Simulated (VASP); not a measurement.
# MnO (P6_3mc) in VASP: notebook, part 2 of 2

VASP 6.6.1.

## (3) Single point, PBE+U, collinear spin, ferromagnetic start

This run uses another cell than the first one, of the same volume but with other edges.

Input file INCAR:

```
SYSTEM = MnO
PREC = Accurate
ENCUT = 520
EDIFF = 1E-7
ISMEAR = 0
SIGMA = 0.05
LREAL = .False.
LASPH = .True.
NELM = 150
ALGO = Normal
ISIF = 2
LWAVE = .False.
LCHARG = .False.
ISPIN = 2
MAGMOM = 4.47 4.47 0 0
LORBIT = 11
LMAXMIX = 4
LDAU = .True.
LDAUTYPE = 2
LDAUL = 2 -1
LDAUU = 3.9 0
LDAUJ = 0 0
LDAUPRINT = 1
GGA = PE
NBANDS = 31
```

Input file KPOINTS:

```
Automatic mesh
0
Gamma
  6 6 4
  0 0 0
```

Input file POSCAR:

```
MnO
1.0
    3.4583733530      0.0000000001      0.0000000000
   -1.7291866766      2.9950391795      0.0000000000
    0.0000000000      0.0000000000      5.1189405163
Mn O
2 2
Direct
    0.3333333333      0.6666666667     -0.0107137029
    0.6666666667      0.3333333333      0.4892862971
    0.3333333333      0.6666666667      0.3971437029
    0.6666666667      0.3333333333      0.8971437029
```

Potentials or basis: VASP PAW PBE potentials, release 64 (Mn_pv, O).

On the command line:

```
$ cat potpaw_PBE.64/Mn_pv/POTCAR potpaw_PBE.64/O/POTCAR > POTCAR
$ mpirun -np 1 vasp_std > vasp.out
```

OUTCAR:

```text
SYSTEM = MnO
   PREC = Accurate
   ENCUT = 520
   EDIFF = 1E-7
   ISMEAR = 0
   LREAL = .False.
   LASPH = .True.
   NELM = 150
   ISIF = 2
   ISPIN = 2
   LORBIT = 11
   GGA = PE

 ion  position               nearest neighbor table
   1  0.333  0.667  0.989-   4 2.05   4 2.05   4 2.05   3 2.09
   2  0.667  0.333  0.489-   3 2.05   3 2.05   3 2.05   4 2.09
   3  0.333  0.667  0.397-   2 2.05   2 2.05   2 2.05   1 2.09
   4  0.667  0.333  0.897-   1 2.05   1 2.05   1 2.05   2 2.09

  LATTYP: Found a hexagonal cell.
 ALAT       =     3.4583733530
 C/A-ratio  =     1.4801584427

  Lattice vectors:

 A1 = (   3.4583733530,   0.0000000001,   0.0000000000)
 A2 = (  -1.7291866766,   2.9950391795,   0.0000000000)
 A3 = (   0.0000000000,   0.0000000000,   5.1189405163)

Analysis of symmetry for initial positions (statically):
=====================================================================
 Subroutine PRICEL returns:
 Original cell was already a primitive cell.

 Routine SETGRP: Setting up the symmetry group for a
 hexagonal supercell.

 Subroutine GETGRP returns: Found 12 space group operations
 (whereof  6 operations were pure point group operations)
 out of a pool of 24 trial point group operations.

The static configuration has the point symmetry C_3v.
 The point group associated with its full space group is C_6v.

Analysis of symmetry for dynamics (positions and initial velocities):
=====================================================================
 Subroutine PRICEL returns:
 Original cell was already a primitive cell.

 Routine SETGRP: Setting up the symmetry group for a
 hexagonal supercell.

 Subroutine GETGRP returns: Found 12 space group operations
 (whereof  6 operations were pure point group operations)
 out of a pool of 24 trial point group operations.

The dynamic configuration has the point symmetry C_3v.
 The point group associated with its full space group is C_6v.

Analysis of structural, dynamic, and magnetic symmetry:
=====================================================================
 Subroutine PRICEL returns:
 Original cell was already a primitive cell.

 Routine SETGRP: Setting up the symmetry group for a
 hexagonal supercell.

 Subroutine GETGRP returns: Found 12 space group operations
 (whereof  6 operations were pure point group operations)
 out of a pool of 24 trial point group operations.

The overall configuration has the point symmetry C_3v.
 The point group associated with its full space group is C_6v.

 Subroutine INISYM returns: Found 12 space group operations
 (whereof  6 operations are pure point group operations),
 and found     1 'primitive' translations

----------------------------------------------------------------------------------------

                                     Primitive cell

  volume of cell :      53.0218

[... 174 lines left out ...]
  0.0000 -0.0000  0.9529 -0.0000  0.0000
 -0.0016 -0.0000 -0.0000  0.9452  0.0000
 -0.0000 -0.0016  0.0000  0.0000  0.9506

spin component  2

  0.0535 -0.0000  0.0000 -0.0141 -0.0000
 -0.0000  0.0287 -0.0000 -0.0000 -0.0141
  0.0000 -0.0000  0.0671 -0.0000  0.0000
 -0.0141 -0.0000 -0.0000  0.0287  0.0000
 -0.0000 -0.0141  0.0000  0.0000  0.0535

 occupancies and eigenvectors

  o =  0.0223  v =  0.0000  0.0000  0.0000  0.0000  0.0000  0.4111  0.0746 -0.0000  0.9079  0.0338      0.0000  0.0000  0.0000  0.0000  0.0000  0.0000  0.0000  0.0000  0.0000  0.0000
  o =  0.0223  v =  0.0000  0.0000  0.0000  0.0000  0.0000 -0.0338  0.9079 -0.0000 -0.0746  0.4111      0.0000  0.0000  0.0000  0.0000  0.0000  0.0000  0.0000  0.0000  0.0000  0.0000
  o =  0.0600  v =  0.0000  0.0000  0.0000  0.0000  0.0000  0.9079 -0.0339 -0.0000 -0.4111  0.0749      0.0000  0.0000  0.0000  0.0000  0.0000  0.0000  0.0000  0.0000  0.0000  0.0000
  o =  0.0600  v =  0.0000  0.0000  0.0000  0.0000  0.0000 -0.0749 -0.4111 -0.0000  0.0339  0.9079      0.0000  0.0000  0.0000  0.0000  0.0000  0.0000  0.0000  0.0000  0.0000  0.0000
  o =  0.0671  v =  0.0000  0.0000  0.0000  0.0000  0.0000  0.0000 -0.0000  1.0000 -0.0000  0.0000      0.0000  0.0000  0.0000  0.0000  0.0000  0.0000  0.0000  0.0000  0.0000  0.0000
  o =  0.9448  v =  0.2626  0.0791 -0.0000  0.9614  0.0216  0.0000  0.0000  0.0000  0.0000  0.0000      0.0000  0.0000  0.0000  0.0000  0.0000  0.0000  0.0000  0.0000  0.0000  0.0000
  o =  0.9448  v = -0.0216  0.9614 -0.0000 -0.0791  0.2626  0.0000  0.0000  0.0000  0.0000  0.0000      0.0000  0.0000  0.0000  0.0000  0.0000  0.0000  0.0000  0.0000  0.0000  0.0000
  o =  0.9510  v =  0.9614 -0.0216 -0.0000 -0.2626  0.0792  0.0000  0.0000  0.0000  0.0000  0.0000      0.0000  0.0000  0.0000  0.0000  0.0000  0.0000  0.0000  0.0000  0.0000  0.0000
  o =  0.9510  v = -0.0792 -0.2626 -0.0000  0.0216  0.9614  0.0000  0.0000  0.0000  0.0000  0.0000      0.0000  0.0000  0.0000  0.0000  0.0000  0.0000  0.0000  0.0000  0.0000  0.0000
  o =  0.9529  v =  0.0000 -0.0000  1.0000 -0.0000  0.0000  0.0000  0.0000  0.0000  0.0000  0.0000      0.0000  0.0000  0.0000  0.0000  0.0000  0.0000  0.0000  0.0000  0.0000  0.0000

 number of electron      38.0000004 magnetization      10.0000007

 Free energy of the ion-electron system (eV)
  ---------------------------------------------------
  ext. energy  EPLUGINS =         0.00000000
  ---------------------------------------------------
  free energy    TOTEN  =       -30.75181067 eV

  energy without entropy =      -30.75160882  energy(sigma->0) =      -30.75170974

 E-fermi :   5.2106     XC(G=0): -10.5381

 val. band max:        5.2102998445   @ k =   0.0000   0.0000   0.0000
 cond. band min:       5.7455787649   @ k =   0.0000   0.0000   0.2500
 fundamental gap:      0.5352789204
 Fermi energy:         5.2106376921

 spin component 1

 k-point     1 :       0.0000    0.0000    0.0000
  band No.  band energies     occupation
      1     -44.6638      1.00000
      2     -44.6229      1.00000
      3     -44.5953      1.00000
      4     -44.5953      1.00000
      5     -44.5868      1.00000
      6     -44.5868      1.00000
[... 703 lines left out ...]
     30      13.3310      0.00000
     31      19.2668      0.00000
 Fermi energy:         5.2106376921

 spin component 2

 k-point     1 :       0.0000    0.0000    0.0000
  band No.  band energies     occupation
      1     -39.7739      1.00000
      2     -39.7200      1.00000
      3     -39.6921      1.00000
      4     -39.6921      1.00000
      5     -39.6812      1.00000
      6     -39.6812      1.00000
[... 703 lines left out ...]
     30      15.1387      0.00000
     31      20.8584      0.00000

------------------------ aborting loop because EDIFF is reached ----------------------------------------

  FORCE on cell =-STRESS in cart. coord.  units (eV):
  Direction    XX          YY          ZZ          XY          YZ          ZX
  --------------------------------------------------------------------------------------
  -------------------------------------------------------------------------------------
  Total        2.9626601      2.9626601      2.7619207     -0.0000000      0.0000000      0.0000000
  in kB       89.5236827     89.5236827     83.4578739     -0.0000000      0.0000000      0.0000000
  external PRESSURE =      87.5017464 kB  Pullay stress =       0.0000000 kB

 VOLUME and BASIS-vectors are now :
 -----------------------------------------------------------------------------
  energy-cutoff  :      520.00
  volume of cell :       53.02
      direct lattice vectors                 reciprocal lattice vectors
     3.458373353  0.000000000  0.000000000     0.289153280  0.166942724  0.000000000
    -1.729186677  2.995039179  0.000000000    -0.000000000  0.333885449  0.000000000
     0.000000000  0.000000000  5.118940516     0.000000000  0.000000000  0.195352924

 POSITION                                       TOTAL-FORCE (eV/Angst)
 -----------------------------------------------------------------------------------
     -0.00000      1.99669      5.06410        -0.000000      0.000000     -0.033801
      1.72919      0.99835      2.50463         0.000000     -0.000000     -0.033801
     -0.00000      1.99669      2.03295         0.000000      0.000000      0.033801
      1.72919      0.99835      4.59243        -0.000000      0.000000      0.033801
 -----------------------------------------------------------------------------------
    total drift:                                0.000000      0.000001      0.001571

  FREE ENERGIE OF THE ION-ELECTRON SYSTEM (eV)
  ---------------------------------------------------
  free  energy   TOTEN  =       -30.7518106687 eV

  energy  without entropy=      -30.7516088155  energy(sigma->0) =      -30.75170974

 total charge

# of ion       s       p       d       tot
------------------------------------------
    1        0.238   6.224   4.955  11.417
    2        0.238   6.224   4.955  11.417
    3        1.553   3.479   0.000   5.031
    4        1.553   3.479   0.000   5.031
--------------------------------------------------
tot          3.582  19.404   9.910  32.896

 magnetization (x)

# of ion       s       p       d       tot
------------------------------------------
    1        0.037   0.053   4.503   4.592
    2        0.037   0.053   4.503   4.592
    3        0.014   0.104   0.000   0.118
    4        0.014   0.104   0.000   0.118
--------------------------------------------------
tot          0.102   0.313   9.006   9.422
```

It took 92 s on 1 thread of AMD EPYC 7R43 (Zen 3), shared host; peak memory 0.19 GiB.

What came out:

| Item | Value |
| --- | --- |
| Free energy | -30.7518 eV |
| Pressure | 8.8 GPa |
| Largest force | 0.034 eV/Å |
| Band gap on the k mesh | zero (filled and empty bands touch) |
| Net moment | 10.00 μB per cell |
| Site moments | Mn +4.59; O +0.12 μB |
| Valence electrons inside the program's atomic spheres | Mn 11.42; O 5.03 |

Forces in eV/Å, atoms in the order of the input:
```
Mn   0.000  0.000 -0.034
Mn   0.000  0.000 -0.034
O    0.000  0.000  0.034
O    0.000  0.000  0.034
```

Levels at points of the mesh, in eV from the Fermi level:
Spin up:
| k point | band 22 | band 23 | band 24 | band 25 | band 26 | band 27 |
| --- | --- | --- | --- | --- | --- | --- |
| (0.00, 0.00, 0.00) | -0.71 | -0.46 | 0.00 | 0.00 | 4.49 | 6.75 |
| (0.50, 0.00, 0.00) | -2.43 | -1.26 | -1.15 | 4.78 | 4.96 | 6.83 |
| (0.00, 0.00, 0.50) | -0.36 | -0.36 | -0.36 | 2.13 | 2.13 | 9.64 |
| (0.50, 0.00, 0.50) | -1.73 | -1.14 | -1.14 | 4.52 | 4.52 | 7.04 |
Spin down:
| k point | band 11 | band 12 | band 13 | band 14 | band 15 | band 16 | band 17 | band 18 |
| --- | --- | --- | --- | --- | --- | --- | --- | --- |
| (0.00, 0.00, 0.00) | -4.04 | -3.95 | -3.95 | -3.29 | 0.61 | 3.38 | 3.38 | 3.92 |
| (0.50, 0.00, 0.00) | -4.34 | -4.02 | -3.64 | -3.64 | 2.17 | 2.79 | 3.28 | 3.47 |
| (0.00, 0.00, 0.50) | -4.01 | -4.01 | -4.01 | -4.01 | 2.83 | 2.83 | 4.04 | 4.04 |
| (0.50, 0.00, 0.50) | -3.85 | -3.85 | -3.75 | -3.75 | 2.80 | 2.80 | 3.99 | 3.99 |

Eigenvalues of the final occupation matrices:
| site | spin | trace | eigenvalues |
| --- | --- | --- | --- |
| site 1 d | 1 | 4.74 | 0.94 0.94 0.95 0.95 0.95 |
| site 1 d | 2 | 0.23 | 0.02 0.02 0.06 0.06 0.07 |
| site 2 d | 1 | 4.74 | 0.94 0.94 0.95 0.95 0.95 |
| site 2 d | 2 | 0.23 | 0.02 0.02 0.06 0.06 0.07 |

Caveat: the cell stands under pressure; the run started ferromagnetic, and an antiferromagnetic order may lie lower in energy. The state reached can hang on the start; a lower one may exist.

## (4) Single point, PBE+U, collinear spin, ferromagnetic start

Input file INCAR:

```
SYSTEM = MnO
ALGO = Normal
EDIFF = 1E-6
ENCUT = 520
GGA = PE
ISIF = 2
ISMEAR = 0
ISPIN = 2
LASPH = .TRUE.
LCHARG = .FALSE.
LDAU = .TRUE.
LDAUJ = 0 0
LDAUL = 2 -1
LDAUPRINT = 1
LDAUTYPE = 2
LDAUU = 3.9 0
LMAXMIX = 4
LORBIT = 11
LREAL = .FALSE.
LWAVE = .FALSE.
MAGMOM = 5 5 0 0
NBANDS = 31
NELM = 150
PREC = Accurate
SIGMA = 0.05
```

Input file KPOINTS:

```
k-points
0
G
  8 8 4
  0 0 0
```

Input file POSCAR:

```
MnO
1.0
    3.3717001892      0.0000000000      0.0000000000
   -1.6858500947      2.9199780177      0.0000000000
    0.0000000000      0.0000000000      5.3854988179
Mn O
2 2
Direct
    0.3333333333      0.6666666667      0.0109600000
    0.6666666667      0.3333333333      0.5109600000
    0.3333333333      0.6666666667      0.3754700000
    0.6666666667      0.3333333333      0.8754700000
```

On the command line:

```
$ cat potpaw_PBE.64/Mn_pv/POTCAR potpaw_PBE.64/O/POTCAR > POTCAR
$ mpirun -np 1 vasp_std > vasp.out
```

Run time: 1.8 min. Hardware: 1 thread of AMD EPYC 7R43 (Zen 3), shared host; peak memory 0.2 GiB.

It converged, with:

| Quantity | Value |
| --- | --- |
| Free energy | -30.6468 eV |
| Pressure | 10.8 GPa |
| Largest force | 0.895 eV/Å |
| Band gap on the k mesh | 0.13 eV |
| Net moment | 10.00 μB per cell |
| Site moments | Mn +4.58; O +0.12 μB |
| Valence electrons inside the program's atomic spheres | Mn 11.44; O 5.04 |

Forces on the atoms (eV/Å):
```
Mn   0.000  0.000 -0.895
Mn   0.000  0.000 -0.895
O    0.000  0.000  0.895
O    0.000  0.000  0.895
```

Stress tensor (GPa, compression positive):
```
 7.44  0.00  0.00
 0.00  7.44  0.00
 0.00  0.00 17.51
```

Levels at points of the mesh, in eV from the valence-band top:
Spin up:
```csv
k point,band 21,band 22,band 23,band 24,band 25,band 26,band 27,band 28
"(0.00, 0.00, 0.00)",-1.08,-0.62,0.00,0.00,0.13,4.56,6.38,12.24
"(0.50, 0.00, 0.00)",-2.46,-2.40,-1.02,-0.73,4.73,5.05,6.41,8.27
"(0.00, 0.00, 0.50)",-0.54,-0.54,-0.54,-0.54,2.04,2.04,9.21,9.21
"(0.50, 0.00, 0.50)",-1.46,-1.46,-1.29,-1.29,4.56,4.56,7.01,7.01
```
Spin down:
```
           k point  band 11  band 12  band 13  band 14  band 15  band 16  band 17  band 18
(0.00, 0.00, 0.00)    -3.76    -3.76    -3.65    -3.65     0.65     3.19     3.47     3.47
(0.50, 0.00, 0.00)    -4.41    -3.90    -3.74    -3.72     2.33     2.58     3.31     3.93
(0.00, 0.00, 0.50)    -3.71    -3.71    -3.71    -3.71     2.56     2.56     4.03     4.03
(0.50, 0.00, 0.50)    -3.89    -3.89    -3.73    -3.73     2.81     2.81     3.84     3.84
```

Eigenvalues of the final occupation matrices:
| site | spin | trace | eigenvalues |
| --- | --- | --- | --- |
| site 1 d | 1 | 4.74 | 0.95 0.95 0.95 0.95 0.95 |
| site 1 d | 2 | 0.24 | 0.02 0.02 0.06 0.06 0.07 |
| site 2 d | 1 | 4.74 | 0.95 0.95 0.95 0.95 0.95 |
| site 2 d | 2 | 0.24 | 0.02 0.02 0.06 0.06 0.07 |

Caveat: the stress differs along the axes, from 7 to 18 GPa; the run started ferromagnetic, and an antiferromagnetic order may lie lower in energy. The state reached can hang on the start; a lower one may exist.

## (5) Overview

| cell | k mesh | gap on the mesh (eV) | pressure (GPa) | moment (μB) | largest force (eV/Å) |
| --- | --- | --- | --- | --- | --- |
| a = 3.372, b = 3.372, c = 5.385 Å, angles 90.0, 90.0, 120.0°, 4 atoms, atomic positions A | 5 × 5 × 3 | 0.13 | 10.8 | 10.00 | 0.89 |
| a = 3.458, b = 3.458, c = 5.119 Å, angles 90.0, 90.0, 120.0°, 4 atoms, atomic positions B | 6 × 6 × 4 | none | 8.8 | 10.00 | 0.03 |
| a = 3.372, b = 3.372, c = 5.385 Å, angles 90.0, 90.0, 120.0°, 4 atoms, atomic positions A | 8 × 8 × 4 | 0.13 | 10.8 | 10.00 | 0.89 |

Alike in all rows: task single point; level PBE+U; potentials or basis VASP PAW PBE potentials, release 64 (Mn_pv, O); spin collinear, ferromagnetic start; Mn d U = 3.9 eV; cutoff (eV) 520; smearing gaussian 0.05 eV.

Caveats: some runs use coarse meshes; the run started ferromagnetic, and an antiferromagnetic order may lie lower in energy; the cell stands under pressure (at least some runs); the stress differs along the axes, from 7 to 18 GPa (at least some runs).

Absolute energies hang on the potentials; compare differences alone.

The gap in the log of VASP goes by the Fermi energy; the results here count the filled bands.